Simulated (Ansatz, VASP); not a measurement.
**Two plane-wave programs on Si**

```xyz
8
Lattice="2.8251 -3.0165 0.0000 2.8251 3.0165 0.0000 0.0000 0.0000 8.9638" Properties=species:S:1:pos:R:3 pbc="T T T"
Si    1.1675   -0.3530    5.6226
Si    1.6576   -0.3530    1.1407
Si    4.4827    0.3530    5.6226
Si    3.9926   -0.3530    7.8230
Si    3.9926    0.3530    1.1407
Si    1.6576    0.3530    7.8230
Si    4.4827   -0.3530    3.3412
Si    1.1675    0.3530    3.3412
```

Alike in both runs: functional PBE; k mesh 4 × 4 × 2; occupations gaussian, width 0.1 eV; no spin polarisation.

Ansatz relaxed the structure, and its values are those at the end. VASP's run is a single point on that final structure, the one shown.

```csv
,VASP,Ansatz
version,VASP 6.6.1,Ansatz 0.2.0
potentials or method,"VASP PAW PBE potentials, release 64 (Si), cutoff 520 eV","scalar-relativistic, plane waves, PAW"
valence electrons in the cell,32,32
```

Ansatz gave:

| Quantity | Value |
| --- | --- |
| gap on the k mesh at the Fermi level (eV) | none |
| pressure (GPa) | 0.2 |
| rms of the force components (eV/Å) | 0.005 |

Q: Which values does VASP return?

A: gap on the k mesh at the Fermi level (eV): none; pressure (GPa): 0.1; rms of the force components (eV/Å): 0.005.

A gap of «none» marks a metal or a gap that the smearing closes. With one functional, cell and mesh, what is left measures potentials, basis and numerics.

The k mesh is coarse, so the values compare programs but aren't converged.
